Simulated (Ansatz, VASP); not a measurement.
# La2Ta2O in VASP and in Ansatz

```
La Ta O
1.0
     3.76434    0.00000    0.00000
     0.00000    3.76434    0.00000
     0.00000    0.00000   18.18584
La Ta O
4 4 2
Direct
  0.00000 0.50000 0.92578
  0.50000 0.00000 0.07422
  0.00000 0.50000 0.27781
  0.50000 0.00000 0.72219
  0.50000 0.00000 0.39065
  0.50000 0.00000 0.54128
  0.00000 0.50000 0.60935
  0.00000 0.50000 0.45872
  0.50000 0.50000 0.00000
  0.00000 0.00000 0.00000
```

Alike in both runs: task single point; functional PBE; k mesh 6 × 6 × 2; occupations gaussian, width 0.2 eV; no spin polarisation.

```csv
,VASP,Ansatz
version,VASP 6.6.1,Ansatz 0.2.0
potentials or method,"VASP PAW PBE potentials, release 64 (La, Ta_pv, O), cutoff 520 eV","scalar-relativistic, plane waves, PAW"
valence electrons in the cell,100,108
```

Ansatz gave:

| Property | Result |
| --- | --- |
| gap on the k mesh at the Fermi level (eV) | none |
| pressure (GPa) | 0.1 |
| traceless stress, the component that is largest in VASP (GPa) | 0.08 |
| rms of the force components (eV/Å) | 0.017 |

Task: Which values does VASP return?

Result: gap on the k mesh at the Fermi level (eV): none; pressure (GPa): 0.0; traceless stress, the component that is largest in VASP (GPa): 0.04; rms of the force components (eV/Å): 0.018.

Atom by atom the forces differ by 0.008 eV/Å (rms over components). A gap of «none» marks a metal or a gap that the smearing closes. With one functional, cell and mesh, what is left measures potentials, basis and numerics. VASP's potentials hold 100 valence electrons a cell and Ansatz's 108, so a difference there can come from the potentials and not from the codes.

Neither program's run includes spin-orbit coupling.
